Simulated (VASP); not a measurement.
# Rb2Al2As2O9 in VASP: further runs

Runs on Rb2Al2As2O9. Level: PBE. Tasks: single point, molecular dynamics.

Program: VASP 6.6.1. These are calculated values, not measurements. Logs are shortened: lines on timing, memory, paths and dates and some standing lists are left out, and cuts for length are marked.

### 1 The cell of the first run

The cell holds an amorphous packing of atoms, 15 atoms: a = 6.152 Å, b = 7.118 Å, c = 6.885 Å, α = 97.20°, β = 96.05°, γ = 96.36°.

### 2 Single point, PBE

The input, INCAR:

```
SYSTEM = Rb2Al2As2O9
PREC = Accurate
ENCUT = 520
EDIFF = 1E-6
ISMEAR = -1
SIGMA = 0.05
LREAL = Auto
LASPH = .True.
NELM = 100
ALGO = Normal
ISIF = 2
LWAVE = .False.
LCHARG = .False.
GGA = PE
NBANDS = 57
```

The input, KPOINTS:

```
regular mesh
0
Gamma
  3 2 2
  0 0 0
```

The input, POSCAR:

```
Rb2Al2As2O9
1.0
    6.1314510000     -0.3908270000     -0.3169470000
   -0.3212560000      7.1028260000      0.3362350000
   -0.4552510000     -1.2055410000      6.7636420000
As Al O Rb
2 2 9 2
Direct
    0.3872304078      0.2133558825      1.0007279807
    0.6760095613      0.8549942764      0.9857912648
    0.9379196676      0.5747484016      0.8270714648
    0.4640799458      0.9103816528      0.3220616306
    0.8008228772      0.1956569847      0.9939357645
    0.0683564835      0.8897168708      0.0307534654
    0.2583178858      0.4851600691      0.7903944773
    0.2656124181      0.7421685929      0.5097768336
    0.3681656403      0.4814986164      0.5119028044
    0.5589376815      0.0502221332      0.7697200979
    0.3244299155      0.8667429948      0.7867170908
    0.4066330117      0.2299756254      0.3298649247
    0.2861843622      0.6394243027      0.0424282427
    0.7824471000      0.5409869005      0.3064809655
    0.0045381974      0.0899368185      0.5754254087
```

Potentials or basis: VASP PAW PBE potentials, release 64 (As, Al, O, Rb_sv).

Started as:

```bash
cat potpaw_PBE.64/As/POTCAR potpaw_PBE.64/Al/POTCAR potpaw_PBE.64/O/POTCAR potpaw_PBE.64/Rb_sv/POTCAR > POTCAR
mpirun -np 1 vasp_std > vasp.out
```

OUTCAR:

```text
SYSTEM = Rb2Al2As2O9
   PREC = Accurate
   ENCUT = 520
   EDIFF = 1E-6
   ISMEAR = -1
   LREAL = Auto
   LASPH = .True.
   NELM = 100
   ISIF = 2
   GGA = PE

 ion  position               nearest neighbor table
   1  0.387  0.213  0.001-  12 2.24  10 2.27  14 3.50  15 3.51
   2  0.676  0.855  0.986-  10 2.28   6 2.38   4 2.78   3 2.88  14 3.40  15 4.06
   3  0.938  0.575  0.827-   7 2.17  13 2.44   6 2.49   2 2.88  14 3.56  14 3.58  15 3.75  15 4.25

   4  0.464  0.910  0.322-   8 2.23  12 2.34  13 2.60   2 2.78  14 3.45  15 3.61  15 3.74
   5  0.801  0.196  0.994-  14 3.08  15 3.30
   6  0.068  0.890  0.031-   2 2.38   3 2.49  15 3.61  14 3.71
   7  0.258  0.485  0.790-  13 1.91   3 2.17  15 3.17
   8  0.266  0.742  0.510-   4 2.23  15 3.11  14 3.24
   9  0.368  0.481  0.512-  14 3.06  15 3.48  14 3.82
  10  0.559  0.050  0.770-  11 1.86   1 2.27   2 2.28  15 3.18  15 3.58
  11  0.324  0.867  0.787-  10 1.86  15 3.03
  12  0.407  0.230  0.330-   1 2.24   4 2.34  14 3.05  15 3.28
  13  0.286  0.639  0.042-   7 1.91   3 2.44   4 2.60  14 3.57  14 3.80
  14  0.782  0.541  0.306-  12 3.05   9 3.06   5 3.08   8 3.24   2 3.40   4 3.45   1 3.50   3 3.56
                            13 3.57   3 3.58   6 3.71  13 3.80   9 3.82  15 4.13  15 4.19
  15  0.005  0.090  0.575-  11 3.03   8 3.11   7 3.17  10 3.18  12 3.28   5 3.30   9 3.48   1 3.51
                            10 3.58   6 3.61   4 3.61   4 3.74   3 3.75   2 4.06  14 4.13  14 4.19

  LATTYP: Found a triclinic cell.
 ALAT       =     7.1180331960
 B/A-ratio  =     1.4758521127
 C/A-ratio  =     0.8642926938
 COS(alpha) =     0.0060097843
 COS(beta)  =     0.1108071293
 COS(gamma) =     0.7597175147

  Lattice vectors:

 A1 = (  -0.3212560000,   7.1028260000,   0.3362350000)
 A2 = (   0.1339950000,   8.3083670000,  -6.4274070000)
 A3 = (  -6.1314510000,   0.3908270000,   0.3169470000)

Analysis of symmetry for initial positions (statically):
=====================================================================
 Subroutine PRICEL returns:
 Original cell was already a primitive cell.

 Routine SETGRP: Setting up the symmetry group for a
 triclinic supercell.

 Subroutine GETGRP returns: Found  1 space group operations
 (whereof  1 operations were pure point group operations)
 out of a pool of  2 trial point group operations.

The static configuration has the point symmetry C_1 .

Analysis of symmetry for dynamics (positions and initial velocities):
=====================================================================
 Subroutine PRICEL returns:
 Original cell was already a primitive cell.

 Routine SETGRP: Setting up the symmetry group for a
 triclinic supercell.

 Subroutine GETGRP returns: Found  1 space group operations
 (whereof  1 operations were pure point group operations)
 out of a pool of  2 trial point group operations.

The dynamic configuration has the point symmetry C_1 .

 Subroutine INISYM returns: Found  1 space group operations
 (whereof  1 operations are pure point group operations),
 and found     1 'primitive' translations

----------------------------------------------------------------------------------------

                                     Primitive cell

  volume of cell :     295.1092

  direct lattice vectors                    reciprocal lattice vectors
     6.131451000 -0.390827000 -0.316947000     0.164164029  0.006844209  0.012269545
    -0.321256000  7.102826000  0.336235000     0.010252159  0.140038492  0.025650300
    -0.455251000 -1.205541000  6.763642000     0.007183136 -0.006640888  0.147149164

  length of vectors
     6.152064085  7.118033196  6.885305780     0.164764114  0.142736904  0.147473982

  position of ions in fractional coordinates (direct lattice)
     0.387230408  0.213355882  0.000727981
     0.676009561  0.854994276  0.985791265
     0.937919668  0.574748402  0.827071465
     0.464079946  0.910381653  0.322061631
     0.800822877  0.195656985  0.993935765
     0.068356483  0.889716871  0.030753465
     0.258317886  0.485160069  0.790394477
     0.265612418  0.742168593  0.509776834
     0.368165640  0.481498616  0.511902804
     0.558937681  0.050222133  0.769720098
     0.324429915  0.866742995  0.786717091
     0.406633012  0.229975625  0.329864925
     0.286184362  0.639424303  0.042428243
     0.782447100  0.540986901  0.306480966
     0.004538197  0.089936819  0.575425409

  ion indices of the primitive-cell ions
   primitive index   ion index
                 1           1
                 2           2
                 3           3
                 4           4
                 5           5
                 6           6
                 7           7
                 8           8
                 9           9
                10          10
                11          11
                12          12
                13          13
                14          14
                15          15

----------------------------------------------------------------------------------------

 KPOINTS: regular mesh

Automatic generation of k-mesh.
 Grid dimensions read from file:
 generate k-points for:    3    2    2

 Generating k-lattice:

  Cartesian coordinates                     Fractional coordinates (reciprocal lattice)
     0.054721343  0.002281403  0.004089848     0.333333333  0.000000000  0.000000000
     0.005126079  0.070019246  0.012825150    -0.000000000  0.500000000 -0.000000000
     0.003591568 -0.003320444  0.073574582     0.000000000  0.000000000  0.500000000

  Length of vectors
     0.054921371  0.071368452  0.073736991

  Shift w.r.t. Gamma in fractional coordinates (k-lattice)
     0.000000000  0.000000000  0.000000000

 Subroutine IBZKPT returns following result:
 ===========================================

 Found      8 irreducible k-points:

 Following reciprocal coordinates:
            Coordinates               Weight
  0.000000  0.000000  0.000000      1.000000
  0.333333 -0.000000  0.000000      2.000000
  0.000000  0.500000 -0.000000      1.000000
  0.333333  0.500000  0.000000      2.000000
  0.000000  0.000000  0.500000      1.000000
  0.333333 -0.000000  0.500000      2.000000
  0.000000  0.500000  0.500000      1.000000
  0.333333  0.500000  0.500000      2.000000
   k-points           NKPTS =      8   k-points in BZ     NKDIM =      8   number of bands    NBANDS=     57
   number of dos      NEDOS =    301   number of ions     NIONS =     15
   total plane-waves  NPLWV = 139968
   dimension x,y,z NGX =    48 NGY =   54 NGZ =   54
   dimension x,y,z NGXF=    96 NGYF=  108 NGZF=  108
   ions per type =               2   2   9   2
   NGX,Y,Z   is equivalent  to a cutoff of  12.97, 12.61, 13.04 a.u.
   NGXF,Y,Z  is equivalent  to a cutoff of  25.94, 25.22, 26.08 a.u.
 SYSTEM =  Rb2Al2As2O9
   PREC   = accura    normal or accurate (medium, high low for compatibility)
   ISTART =      0    job   : 0-new  1-cont  2-samecut
   ICHARG =      2    charge: 1-file 2-atom 10-const
   ISPIN  =      1    spin polarized calculation?
   LNONCOLLINEAR =      F non collinear calculations
   LSORBIT =      F    spin-orbit coupling
   LASPH  =      T    aspherical Exc in radial PAW
   ENCUT  =  520.0 eV  38.22 Ry    6.18 a.u.  11.44 13.23 12.80*2*pi/ulx,y,z
   NELM   =    100;   NELMIN=  2; NELMDL= -5     # of ELM steps
   EDIFF  = 0.1E-05   stopping-criterion for ELM
   LREAL  =      T    real-space projection
   EDIFFG = 0.1E-04   stopping-criterion for IOM
   NSW    =      0    number of steps for IOM
   IBRION =     -1    ionic relax: 0-MD 1-quasi-New 2-CG
   NFREE  =      0    steps in history (QN), initial steepest desc. (CG)
   ISIF   =      2    stress and relaxation
   ISYM   =      2    0-nonsym 1-usesym 2-fastsym
   POTIM  = 0.5000    time-step for ionic-motion
   TEBEG  =    0.0;   TEEND  =   0.0 temperature during run
   PSTRESS=    0.0 pullay stress
   NELECT =      88.0000    total number of electrons
   NUPDOWN=      -1.0000    fix difference up-down
   EMIN   =  10.00;   EMAX   =-10.00  energy-range for DOS
   EFERMI =   0.00;   METHOD = LEGACY
   ISMEAR =    -1;   SIGMA  =   0.05  broadening in eV -4-tet -1-fermi 0-gaus
   EFERMI_NEDOS =   21; number of points for ismear=-14 and -15
   IALGO  =     38    algorithm
   IMIX   =      4    mixing-type and parameters
     AMIX     =   0.40;   BMIX     =  1.00
     AMIX_MAG =   1.60;   BMIX_MAG =  1.00
  volume/ion in A,a.u.               =      19.67       132.77
  Fermi-wavevector in a.u.,A,eV,Ry     =   1.093725  2.066841 16.275756  1.196234
  Thomas-Fermi vector in A             =   2.230016
   LORBIT       =      0    0 simple, 1 ext, 2 COOP (PROOUT), +10 PAW based schemes
   GGA     = PE    functional components
   LHFCALC =     F    Hartree Fock is set to
   AEXX    =    0.0000 exact exchange contribution
   IVDW    =     0    specifies the selected vdW correction
   LEPSILON=     F    determine dielectric tensor
   LRPA    =     F    only Hartree local field effects (RPA)
 non-spin polarized calculation
  energy-cutoff  :      520.00
  volume of cell :      295.11
 maximum number of plane-waves:      7964
 NGX is ok and might be reduce to    48
   NGX = 23   NGY = 27   NGZ = 25

 number of electron      88.0000000 magnetization

 Free energy of the ion-electron system (eV)
  ---------------------------------------------------
  ext. energy  EPLUGINS =         0.00000000
  ---------------------------------------------------
  free energy    TOTEN  =       -60.11637546 eV

  energy without entropy =      -60.04265333  energy(sigma->0) =      -60.07951439

 E-fermi :   0.9292     XC(G=0):  -8.4895

 val. band max:        0.9160001114   @ k =   0.3333  -0.0000   0.5000
 cond. band min:       0.9651078618   @ k =   0.3333   0.5000   0.5000
 fundamental gap:      0.0491077503
 Fermi energy:         0.9292436546

 k-point     1 :       0.0000    0.0000    0.0000
  band No.  band energies     occupation
      1     -25.4398      2.00000
      2     -25.3611      2.00000
      3     -18.2512      2.00000
      4     -17.1747      2.00000
      5     -16.5975      2.00000
      6     -16.1677      2.00000
[... 48 lines left out ...]
     55       4.1923      0.00000
     56       4.7746      0.00000

 k-point     2 :       0.3333   -0.0000    0.0000
  band No.  band energies     occupation
      1     -25.4396      2.00000
      2     -25.3610      2.00000
      3     -18.2456      2.00000
      4     -17.1829      2.00000
      5     -16.5880      2.00000
      6     -16.1752      2.00000
[... 48 lines left out ...]
     55       4.0248      0.00000
     56       4.9747      0.00000

 k-point     3 :       0.0000    0.5000   -0.0000
  band No.  band energies     occupation
      1     -25.4387      2.00000
      2     -25.3622      2.00000
      3     -18.2387      2.00000
      4     -17.2175      2.00000
      5     -16.5892      2.00000
      6     -16.1191      2.00000
[... 228 lines left out ...]
 k-point     7 :       0.0000    0.5000    0.5000
  band No.  band energies     occupation
      1     -25.4387      2.00000
      2     -25.3621      2.00000
      3     -18.2354      2.00000
      4     -17.1767      2.00000
      5     -16.6323      2.00000
      6     -16.1746      2.00000
[... 48 lines left out ...]
     55       4.3801      0.00000
     56       4.6033      0.00000

 k-point     8 :       0.3333    0.5000    0.5000
  band No.  band energies     occupation
      1     -25.4385      2.00000
      2     -25.3619      2.00000
      3     -18.2305      2.00000
      4     -17.1771      2.00000
      5     -16.6308      2.00000
      6     -16.1757      2.00000
[... 48 lines left out ...]
     55       4.2092      0.00000
     56       4.7364      0.00000
 [bands above 56 left out]

------------------------ aborting loop because EDIFF is reached ----------------------------------------

  FORCE on cell =-STRESS in cart. coord.  units (eV):
  Direction    XX          YY          ZZ          XY          YZ          ZX
  --------------------------------------------------------------------------------------
  -------------------------------------------------------------------------------------
  Total      -23.1965390    -20.1934910    -16.3380387     -1.3800477      0.0469167      2.9544471
  in kB     -125.9363220   -109.6324750    -88.7008402     -7.4924165      0.2547152     16.0399877
  external PRESSURE =    -108.0898791 kB  Pullay stress =       0.0000000 kB

 VOLUME and BASIS-vectors are now :
 -----------------------------------------------------------------------------
  energy-cutoff  :      520.00
  volume of cell :      295.11
      direct lattice vectors                 reciprocal lattice vectors
     6.131451000 -0.390827000 -0.316947000     0.164164029  0.006844209  0.012269545
    -0.321256000  7.102826000  0.336235000     0.010252159  0.140038492  0.025650300
    -0.455251000 -1.205541000  6.763642000     0.007183136 -0.006640888  0.147149164

 POSITION                                       TOTAL-FORCE (eV/Angst)
 -----------------------------------------------------------------------------------
      2.30541      1.36321     -0.04607         1.364677     -0.803154      0.961715
      3.42147      4.62026      6.74076         0.937350      2.485740     -0.675378
      5.18964      2.71870      5.49000         3.163821      0.389059      1.319347
      2.40640      5.89665      2.33732        -2.577943      0.403302      0.287843
      4.39486     -0.12150      6.53459        -1.139730      0.182337      0.736652
      0.11930      6.25571      0.48549        -2.124924     -0.513496      0.018794
      1.06817      2.39220      5.42720        -0.878828      0.362504      0.802302
      1.15809      4.55313      3.61331         1.419833      0.028770     -0.585418
      1.86966      2.65899      3.50753        -0.909103      0.712328     -0.410592
      3.06055     -0.78966      5.04584        -1.261115     -1.325509      1.063369
      1.35263      5.08111      5.50967         1.040270      1.185972     -1.428792
      2.26920      1.07689      2.17953         0.616869     -1.551836     -1.947687
      1.52999      4.37872      0.41126        -0.182604     -1.081785     -0.350891
      4.48422      3.16726      2.00683         0.258864     -0.622639      0.136627
     -0.26303     -0.05667      3.92077         0.272565      0.148409      0.072109
 -----------------------------------------------------------------------------------
    total drift:                                0.009711      0.004795     -0.000529

  FREE ENERGIE OF THE ION-ELECTRON SYSTEM (eV)
  ---------------------------------------------------
  free  energy   TOTEN  =       -60.1163754554 eV

  energy  without entropy=      -60.0426533264  energy(sigma->0) =      -60.07951439
```

Wall time 2.5 min (1 thread of Intel Xeon 6975P-C (Granite Rapids), shared host); peak memory 0.4 GiB.

What came out:

```yaml
Free_energy: -60.1164 eV
Pressure: -10.8 GPa
Largest_force: 3.450 eV/Å
```

Forces on the atoms (eV/Å):
```
As   1.365 -0.803  0.962
As   0.937  2.486 -0.675
Al   3.164  0.389  1.319
Al  -2.578  0.403  0.288
O   -1.140  0.182  0.737
O   -2.125 -0.513  0.019
O   -0.879  0.363  0.802
O    1.420  0.029 -0.585
O   -0.909  0.712 -0.411
O   -1.261 -1.326  1.063
O    1.040  1.186 -1.429
O    0.617 -1.552 -1.948
O   -0.183 -1.082 -0.351
Rb   0.259 -0.623  0.137
Rb   0.273  0.148  0.072
```

Caveat: the k points lie up to 0.46 Å⁻¹ apart.

### 3 Single point, PBE

The input, INCAR:

```
PREC = Accurate ; ENCUT = 520
EDIFF = 1E-6 ; ISMEAR = -1
SIGMA = 0.05 ; LREAL = Auto
LASPH = True ; NELM = 100
ALGO = Normal ; ISIF = 2
LWAVE = False ; LCHARG = True
GGA = PE ; LELF = True
LVHAR = True ; NBANDS = 57
```

The input, KPOINTS:

```
regular mesh
0
Gamma
  3 2 2
```

The input, POSCAR:

```
Rb2Al2As2O9
1.0
    6.1314510000     -0.3908270000     -0.3169470000
   -0.3212560000      7.1028260000      0.3362350000
   -0.4552510000     -1.2055410000      6.7636420000
As Al O Rb
2 2 9 2
Direct
    0.3927051621      0.2115589039      1.0036724615
    0.6786152850      0.8572702316      0.9886923084
    0.9776028608      0.5745460367      0.8405993113
    0.4319543911      0.9018327486      0.3143606528
    0.7737806092      0.2085029579      0.9974740607
    0.0431461541      0.8736506715      0.0364392602
    0.2341444587      0.4923776213      0.8025331315
    0.3029310498      0.7501949184      0.5064069475
    0.3691884965      0.4841054500      0.5101568046
    0.5484113992      0.0359694686      0.8036648234
    0.3342724394      0.8935745145      0.7674401779
    0.4351178368      0.2075172662      0.2965342821
    0.2639104752      0.6293170950      0.0262981394
    0.7807067531      0.5463026992      0.3080656213
    0.0029036727      0.0879666529      0.5703489101
```

Potentials or basis: VASP PAW PBE potentials, release 64 (As, Al, O, Rb_sv).

Started as:

```bash
cat potpaw_PBE.64/As/POTCAR potpaw_PBE.64/Al/POTCAR potpaw_PBE.64/O/POTCAR potpaw_PBE.64/Rb_sv/POTCAR > POTCAR
mpirun -np 1 vasp_std > vasp.out
```

It took 2.6 min on 1 thread of Intel Xeon 6975P-C (Granite Rapids), shared host; peak memory 0.39 GiB.

The run converged. Its results:

```
Free energy            : -64.3459 eV
Pressure               : -6.8 GPa
Largest force          : 3.160 eV/Å
Band gap on the k mesh : 0.05 eV, indirect (least direct gap 0.10 eV)
```

Forces in eV/Å, atoms in the order of the input:
```
As   2.446 -0.565  1.918
As   2.446  1.296 -0.092
Al   1.154  1.506  2.354
Al  -1.527  0.492 -0.528
O   -0.712  1.089  1.494
O   -2.932 -0.360 -0.274
O    0.433 -0.034  0.241
O    1.103 -0.039 -1.045
O   -0.377  1.257 -0.827
O   -1.131 -1.097 -0.104
O   -0.665  0.484 -0.786
O   -0.283 -2.084 -2.227
O   -0.195 -1.613 -0.407
Rb   0.192 -0.609  0.192
Rb   0.047  0.277  0.092
```

Stress tensor (GPa, compression positive):
```
-7.74 -1.42  1.01
-1.42 -7.45  1.92
 1.01  1.92 -5.22
```

Levels at points of the mesh, in eV from the valence-band top:
```tsv
k point	band 42	band 43	band 44	band 45	band 46	band 47
(0.00, 0.00, 0.00)	-0.52	-0.47	-0.10	0.05	0.66	1.04
(0.00, 0.50, 0.00)	-0.67	-0.50	-0.09	0.25	0.45	1.10
(0.00, 0.00, 0.50)	-0.62	-0.29	-0.09	0.17	0.44	0.89
(0.00, 0.50, 0.50)	-0.70	-0.33	-0.11	0.09	0.61	0.87
```

Caveat: the k points lie up to 0.46 Å⁻¹ apart.

[end of part 1 of 2]
